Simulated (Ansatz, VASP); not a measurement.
# SnTe: VASP beside Ansatz

```
Sn Te
1.0
    -0.27084    3.61115    3.61115
     3.34031    0.00000    3.34031
     3.61115    3.61115   -0.27084
Sn Te
1 1
Direct
  0.00000 0.00000 0.00000
  0.75000 0.75000 0.75000
```

Change from the starting cell: strain -0.1500 x Voigt [0, 0, 0, 0, 1, 0], atoms carried along.

Alike in both runs: task single point; functional r2SCAN; k mesh 8 × 8 × 8; occupations gaussian, width 0.03 eV; no spin polarisation.

|  | VASP | Ansatz |
| --- | --- | --- |
| version | VASP 6.6.1 | Ansatz 0.2.0 |
| potentials or method | VASP PAW PBE potentials, release 64 (Sn_d, Te), cutoff 520 eV | scalar-relativistic, plane waves, PAW |
| valence electrons in the cell | 20 | 30 |

```csv
,VASP,Ansatz,Ansatz less VASP
gap on the k mesh at the Fermi level (eV),0.21,0.21,+0.001
least direct gap on the mesh (eV),0.96,0.96,+0.003
pressure (GPa),-0.2,-0.2,0.00
"traceless stress, the component that is largest in VASP (GPa)",0.26,0.25,-0.006
rms of the force components (eV/Å),0.295,0.288,-0.0071
```

VASP's potentials were made for PBE, not for r2SCAN. Atom by atom the forces differ by 0.007 eV/Å (rms over components). VASP's potentials hold 20 valence electrons a cell and Ansatz's 30, so a difference there can come from the potentials and not from the codes.

Neither program's run includes spin-orbit coupling.
